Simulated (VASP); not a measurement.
Set up this calculation in VASP 6.6.1, as the native input.

- Task: single point
- Functional: LDA
- Potentials or basis: VASP PAW LDA potentials, release 64 (Mg, O)
- Cutoff: 600 eV
- k mesh: 16 × 16 × 16
- Occupations: fermi-dirac, width 0.05 eV
- Spin: no spin polarisation
- Dipole correction: no
- Further INCAR settings: ALGO = Normal; EDIFF = 1e-06; NBANDS = 11

The structure of MgO (zincblende type) lies in POSCAR:

```
MgO
1.0
    0.0000000000      2.2128936460      2.2128936460
    2.2128936460      0.0000000000      2.2128936460
    2.2128936460      2.2128936460      0.0000000000
Mg O
1 1
Direct
    0.0000000000      0.0000000000      0.0000000000
    0.2500000000      0.2500000000      0.2500000000
```

This cell differs from its parent crystal: volume scaled by 0.94.

One way to write it, as run:

INCAR

```
  PREC = Accurate
  ENCUT = 600
  EDIFF = 1E-6
  ISMEAR = -1
  SIGMA = 0.05
  LREAL = False
  LASPH = True
  NELM = 120
  ALGO = Normal
  ISIF = 2
  LWAVE = False
  LCHARG = False
  GGA = CA
  NBANDS = 11
  GGA_COMPAT = False
```

KPOINTS

```
Automatic mesh
0
Gamma
  16 16 16
```

Potentials or basis: VASP PAW LDA potentials, release 64 (Mg, O).

Launch:

```console
$ cat potpaw_LDA.64/Mg/POTCAR potpaw_LDA.64/O/POTCAR > POTCAR
$ mpirun -np 1 vasp_std > vasp.out
```

Results of the run:

| Quantity | Value |
| --- | --- |
| Pressure | 8.2 GPa |
| Band gap on the k mesh | 4.10 eV, indirect (the least direct gap lies 2.1 meV higher) |

It took 33 s on 1 thread of Intel Xeon 6975P-C, on a shared host, peak memory 0.17 GiB.
